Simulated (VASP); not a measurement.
Here is a VASP 6.6.1 calculation.

The input INCAR:

```
SYSTEM = Cd5HgSe6
  PREC = Accurate
  ENCUT = 520
  EDIFF = 1E-6
  ISMEAR = 0
  SIGMA = 0.2
  LREAL = .False.
  LASPH = .True.
  NELM = 100
  ALGO = Normal
  ISIF = 2
  LWAVE = .False.
  LCHARG = .False.
  GGA = PE
  NBANDS = 66
```

KPOINTS

```
regular mesh
0
Gamma
  6 6 1
  0 0 0
```

POSCAR

```
Cd5HgSe6
1.0
    4.3907438160      0.0000000000      0.0000000000
   -2.1953719080      3.8024956862      0.0000000000
    0.0000000000      0.0000000000     21.5005207000
Cd Hg Se
5 1 6
Direct
    0.3333333333      0.6666666667      0.0009460000
    0.3333333333      0.6666666667      0.6686480000
    0.6666666667      0.3333333333      0.1669760000
    0.6666666667      0.3333333333      0.5023680000
    0.6666666667      0.3333333333      0.8347890000
    0.3333333333      0.6666666667      0.3353630000
    0.3333333333      0.6666666667      0.1260380000
    0.3333333333      0.6666666667      0.4614540000
    0.3333333333      0.6666666667      0.7937320000
    0.6666666667      0.3333333333      0.2922580000
    0.6666666667      0.3333333333      0.6275530000
    0.6666666667      0.3333333333      0.9598740000
```

Potentials or basis: VASP PAW PBE potentials, release 64 (Cd, Hg, Se).

Run with:

```console
$ cat potpaw_PBE.64/Cd/POTCAR potpaw_PBE.64/Hg/POTCAR potpaw_PBE.64/Se/POTCAR > POTCAR
$ mpirun -np 1 vasp_std > vasp.out
```

Q: What does it give for the largest force?

A: 0.014 eV/Å.

Q: What does it give for the band gap on the k mesh?

A: 0.15 eV, direct.

Q: Predict the pressure.

A: 0.3 GPa.

Forces in eV/Å, atoms in the order of the input:
```
Cd   0.000  0.000 -0.008
Cd   0.000  0.000  0.005
Cd   0.000  0.000 -0.008
Cd   0.000  0.000  0.013
Cd   0.000  0.000  0.000
Hg   0.000  0.000  0.014
Se   0.000  0.000  0.009
Se   0.000  0.000 -0.012
Se   0.000  0.000 -0.002
Se   0.000  0.000 -0.004
Se   0.000  0.000 -0.010
Se   0.000  0.000  0.004
```

Caveat: spin-orbit coupling is left out, which moves the levels of the heavy elements.
